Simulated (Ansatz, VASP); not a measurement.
## One calculation of Au2Br, two programs

```xyz
6
Lattice="5.3909 0.0000 0.0000 0.0000 5.3909 0.0000 0.0000 0.0000 5.4377" Properties=species:S:1:pos:R:3 pbc="T T T"
Au    0.0000    2.6954    2.7183
Au    0.0000    2.6954    5.4372
Au    2.6954    0.0000    0.0005
Au    2.6954    0.0000    2.7194
Br    0.0000    0.0000    0.0000
Br    2.6954    2.6954    2.7188
```

Alike in both runs: functional PBE; k mesh 8 × 8 × 6; occupations gaussian, width 0.1 eV; no spin polarisation.

Ansatz relaxed the structure, and its values are those at the end. VASP's run is a single point on that final structure, the one shown.

|  | VASP | Ansatz |
| --- | --- | --- |
| version | VASP 6.6.1 | Ansatz 0.2.0 |
| potentials or method | VASP PAW PBE potentials, release 64 (Au, Br), cutoff 520 eV | scalar-relativistic, plane waves, PAW |
| valence electrons in the cell | 58 | 90 |

|  | VASP | Ansatz | Ansatz less VASP |
| --- | --- | --- | --- |
| gap on the k mesh at the Fermi level (eV) | none | none | - |
| pressure (GPa) | -0.1 | 0.0 | +0.09 |

A gap of «none» marks a metal or a gap that the smearing closes. VASP's potentials hold 58 valence electrons a cell and Ansatz's 90, so a difference there can come from the potentials and not from the codes.

Neither program's run includes spin-orbit coupling.
